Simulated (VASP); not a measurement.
# ZnSe (d3) (F-43m) in VASP: notebook

The runs below take ZnSe (d3) through single point, relaxation of cell and atoms, with PBE+D3(BJ).

All numbers are computed with VASP 6.6.1; they aren't measurements. Logs are shortened: lines on timing, memory, paths and dates and some standing lists are left out, and cuts for length are marked.

## (1) The cell of the first run

It takes space group F-43m (No. 216, cubic). Conventional cell: a = 5.665 Å, b = 5.665 Å, c = 5.665 Å, α = 90.00°, β = 90.00°, γ = 90.00°. Zn (site symmetry -43m) has 4 Se at 2.45 Å within 3.2 Å. Se (site symmetry -43m) has 4 Zn at 2.45 Å within 3.2 Å.

## (2) Single point, PBE+D3(BJ)

The input, INCAR:

```
SYSTEM = ZnSe
ALGO = Normal
EDIFF = 1E-6
ENCUT = 500
GGA = PE
GGA_COMPAT = .False.
ISIF = 2
ISMEAR = 0
IVDW = 12
LASPH = .True.
LCHARG = .True.
LELF = .True.
LREAL = .False.
LVHAR = .True.
LWAVE = .False.
NBANDS = 16
NELM = 120
PREC = Accurate
SIGMA = 0.1
```

The input, KPOINTS:

```
k-points
0
Gamma
  6 6 6
  0 0 0
```

The input, POSCAR:

```
ZnSe
1.0
    0.0000000000      2.8324425400      2.8324425400
    2.8324425400      0.0000000000      2.8324425400
    2.8324425400      2.8324425400      0.0000000000
Zn Se
1 1
Direct
    0.0000000000      0.0000000000      0.0000000000
    0.2500000000      0.2500000000      0.2500000000
```

Potentials or basis: VASP PAW PBE potentials, release 64 (Zn, Se).

Command:

```bash
cat potpaw_PBE.64/Zn/POTCAR potpaw_PBE.64/Se/POTCAR > POTCAR
mpirun -np 1 vasp_std > vasp.out
```

OUTCAR:

```text
SYSTEM = ZnSe
   EDIFF = 1E-6
   ENCUT = 500
   GGA = PE
   ISIF = 2
   ISMEAR = 0
   IVDW = 12
   LASPH = .True.
   LREAL = .False.
   NELM = 120
   PREC = Accurate
 IVDW          = 12

 ion  position               nearest neighbor table
   1  0.000  0.000  0.000-   2 2.45   2 2.45   2 2.45   2 2.45
   2  0.250  0.250  0.250-   1 2.45   1 2.45   1 2.45   1 2.45

  LATTYP: Found a face centered cubic cell.
 ALAT       =     5.6648850800

  Lattice vectors:

 A1 = (   0.0000000000,   2.8324425400,   2.8324425400)
 A2 = (   2.8324425400,   0.0000000000,   2.8324425400)
 A3 = (   2.8324425400,   2.8324425400,   0.0000000000)

Analysis of symmetry for initial positions (statically):
=====================================================================
 Subroutine PRICEL returns:
 Original cell was already a primitive cell.

 Routine SETGRP: Setting up the symmetry group for a
 face centered cubic supercell.

 Subroutine GETGRP returns: Found 24 space group operations
 (whereof 24 operations were pure point group operations)
 out of a pool of 48 trial point group operations.

The static configuration has the point symmetry T_d .

Analysis of symmetry for dynamics (positions and initial velocities):
=====================================================================
 Subroutine PRICEL returns:
 Original cell was already a primitive cell.

 Routine SETGRP: Setting up the symmetry group for a
 face centered cubic supercell.

 Subroutine GETGRP returns: Found 24 space group operations
 (whereof 24 operations were pure point group operations)
 out of a pool of 48 trial point group operations.

The dynamic configuration has the point symmetry T_d .

 Subroutine INISYM returns: Found 24 space group operations
 (whereof 24 operations are pure point group operations),
 and found     1 'primitive' translations

----------------------------------------------------------------------------------------

                                     Primitive cell

  volume of cell :      45.4478

  direct lattice vectors                    reciprocal lattice vectors
     0.000000000  2.832442540  2.832442540    -0.176526088  0.176526088  0.176526088
     2.832442540  0.000000000  2.832442540     0.176526088 -0.176526088  0.176526088
     2.832442540  2.832442540  0.000000000     0.176526088  0.176526088 -0.176526088

  length of vectors
     4.005678655  4.005678655  4.005678655     0.305752153  0.305752153  0.305752153

[... 70 lines left out ...]
   NELM   =    120;   NELMIN=  2; NELMDL= -5     # of ELM steps
   EDIFF  = 0.1E-05   stopping-criterion for ELM
   LREAL  =      F    real-space projection
   EDIFFG = 0.1E-04   stopping-criterion for IOM
   NSW    =      0    number of steps for IOM
   IBRION =     -1    ionic relax: 0-MD 1-quasi-New 2-CG
   NFREE  =      0    steps in history (QN), initial steepest desc. (CG)
   ISIF   =      2    stress and relaxation
   ISYM   =      2    0-nonsym 1-usesym 2-fastsym
   POTIM  = 0.5000    time-step for ionic-motion
   TEBEG  =    0.0;   TEEND  =   0.0 temperature during run
   PSTRESS=    0.0 pullay stress
   NELECT =      18.0000    total number of electrons
   NUPDOWN=      -1.0000    fix difference up-down
   EMIN   =  10.00;   EMAX   =-10.00  energy-range for DOS
   EFERMI =   0.00;   METHOD = LEGACY
   ISMEAR =     0;   SIGMA  =   0.10  broadening in eV -4-tet -1-fermi 0-gaus
   EFERMI_NEDOS =   21; number of points for ismear=-14 and -15
   IALGO  =     38    algorithm
   IMIX   =      4    mixing-type and parameters
     AMIX     =   0.40;   BMIX     =  1.00
     AMIX_MAG =   1.60;   BMIX_MAG =  1.00
  volume/ion in A,a.u.               =      22.72       153.35
  Fermi-wavevector in a.u.,A,eV,Ry     =   1.202249  2.271922 19.665909  1.445404
  Thomas-Fermi vector in A             =   2.338036
   LORBIT       =      0    0 simple, 1 ext, 2 COOP (PROOUT), +10 PAW based schemes
   GGA     = PE    functional components
   LHFCALC =     F    Hartree Fock is set to
   AEXX    =    0.0000 exact exchange contribution
   IVDW    =    12    specifies the selected vdW correction
   LEPSILON=     F    determine dielectric tensor
   LRPA    =     F    only Hartree local field effects (RPA)
 non-spin polarized calculation
 Gauss-broadening in eV      SIGMA  =   0.10
  energy-cutoff  :      500.00
  volume of cell :       45.45
 maximum number of plane-waves:      1167
 NGX is ok and might be reduce to    30
   NGX = 15   NGY = 15   NGZ = 15

 number of electron      18.0000011 magnetization

 Free energy of the ion-electron system (eV)
  ---------------------------------------------------
  ext. energy  EPLUGINS =         0.00000000
  ---------------------------------------------------
  free energy    TOTEN  =        -6.01381558 eV

  energy without entropy =       -6.01381558  energy(sigma->0) =       -6.01381558

 E-fermi :   2.0582     XC(G=0):  -9.3267

 val. band max:        1.6290512126   @ k =   0.0000   0.0000   0.0000
 cond. band min:       2.9236441292   @ k =   0.0000   0.0000   0.0000
 fundamental gap:      1.2945929166
 Fermi energy:         2.0582145828

 k-point     1 :       0.0000    0.0000    0.0000
  band No.  band energies     occupation
      1     -11.6388      2.00000
      2      -4.9256      2.00000
      3      -4.9256      2.00000
      4      -4.9256      2.00000
      5      -4.5548      2.00000
      6      -4.5548      2.00000
[... 281 lines left out ...]
      3      -4.7084      2.00000
      4      -4.6357      2.00000
      5      -4.5405      2.00000
      6      -4.2829      2.00000
[... 8 lines left out ...]
     15      15.3925      0.00000
     16      15.8167      0.00000

------------------------ aborting loop because EDIFF is reached ----------------------------------------

 Edisp (eV)   -0.64558

 E8    (eV) :    -0.2699

  FORCE on cell =-STRESS in cart. coord.  units (eV):
  Direction    XX          YY          ZZ          XY          YZ          ZX
  --------------------------------------------------------------------------------------
  -------------------------------------------------------------------------------------
  Total      -0.01913    -0.01913    -0.01913     0.00000     0.00000     0.00000
  in kB      -0.67446    -0.67446    -0.67446     0.00000     0.00000     0.00000
  external pressure =       -0.67 kB  Pullay stress =        0.00 kB

 VOLUME and BASIS-vectors are now :
 -----------------------------------------------------------------------------
  energy-cutoff  :      500.00
  volume of cell :       45.45
      direct lattice vectors                 reciprocal lattice vectors
     0.000000000  2.832442540  2.832442540    -0.176526088  0.176526088  0.176526088
     2.832442540  0.000000000  2.832442540     0.176526088 -0.176526088  0.176526088
     2.832442540  2.832442540  0.000000000     0.176526088  0.176526088 -0.176526088

 POSITION                                       TOTAL-FORCE (eV/Angst)
 -----------------------------------------------------------------------------------
      0.00000      0.00000      0.00000        -0.000000     -0.000000      0.000000
      1.41622      1.41622      1.41622         0.000000      0.000000     -0.000000
 -----------------------------------------------------------------------------------
    total drift:                               -0.000000     -0.000000     -0.000000

  FREE ENERGIE OF THE ION-ELECTRON SYSTEM (eV)
  ---------------------------------------------------
  free  energy   TOTEN  =        -6.6593911527 eV

  energy  without entropy=       -6.6593911527  energy(sigma->0) =       -6.65939115
```

OSZICAR:

```text
N       E                     dE             d eps       ncg     rms          rms(c)
DAV:   1     0.870807692613E+02    0.87081E+02   -0.87203E+03   512   0.124E+03
DAV:   2    -0.979034260914E+00   -0.88060E+02   -0.82182E+02   576   0.247E+02
DAV:   3    -0.626293116237E+01   -0.52839E+01   -0.52668E+01   568   0.599E+01
DAV:   4    -0.630355382672E+01   -0.40623E-01   -0.40619E-01   648   0.578E+00
DAV:   5    -0.630374210891E+01   -0.18828E-03   -0.18828E-03   616   0.347E-01    0.476E+00
DAV:   6    -0.603283032856E+01    0.27091E+00   -0.53008E-01   728   0.238E+01    0.364E+00
DAV:   7    -0.601364264306E+01    0.19188E-01   -0.15745E-01   592   0.350E+00    0.155E+00
DAV:   8    -0.601346958766E+01    0.17306E-03   -0.43234E-03   672   0.658E-01    0.454E-01
DAV:   9    -0.601371203654E+01   -0.24245E-03   -0.10838E-03   584   0.251E-01    0.671E-02
DAV:  10    -0.601382180436E+01   -0.10977E-03   -0.19688E-04   616   0.107E-01    0.218E-02
DAV:  11    -0.601381424041E+01    0.75639E-05   -0.36832E-05   632   0.535E-02    0.475E-03
DAV:  12    -0.601381535456E+01   -0.11142E-05   -0.52116E-06   664   0.134E-02    0.278E-03
DAV:  13    -0.601381557687E+01   -0.22230E-06   -0.54944E-07   464   0.548E-03
   1 F= -.66593912E+01 E0= -.66593912E+01  d E =-.785602E-11
```

stdout:

```text
POSCAR found type information on POSCAR ZnSe
 POSCAR found :  2 types and       2 ions
 scaLAPACK will be used
 LDA part: xc-table for (Slater+PW92), standard interpolation
 POSCAR, INCAR and KPOINTS ok, starting setup
 FFT: planning ... GRIDC
 FFT: planning ... GRID_SOFT
 FFT: planning ... GRID
 WAVECAR not read
 entering main loop
```

Wall time 13 s (1 thread of Intel Xeon Platinum 8488C (Sapphire Rapids), shared host); peak memory 0.17 GiB.

Results:

| Item | Value |
| --- | --- |
| Free energy | -6.6594 eV |
| Pressure | -0.1 GPa |
| Band gap on the k mesh | 1.29 eV, direct |
| Dispersion energy per atom | -0.323 eV |

Levels at points of the mesh, in eV from the valence-band top:
| k point | band 6 | band 7 | band 8 | band 9 | band 10 | band 11 | band 12 | band 13 |
| --- | --- | --- | --- | --- | --- | --- | --- | --- |
| (0.00, 0.00, 0.00) | -6.18 | 0.00 | 0.00 | 0.00 | 1.29 | 5.80 | 5.80 | 5.80 |
| (0.50, 0.00, 0.00) | -6.02 | -5.24 | -0.87 | -0.87 | 2.54 | 6.38 | 6.38 | 8.58 |
| (0.50, 0.50, 0.00) | -6.00 | -4.76 | -2.19 | -2.19 | 2.98 | 3.46 | 10.75 | 11.26 |

(Part 1 of 2 ends here.)
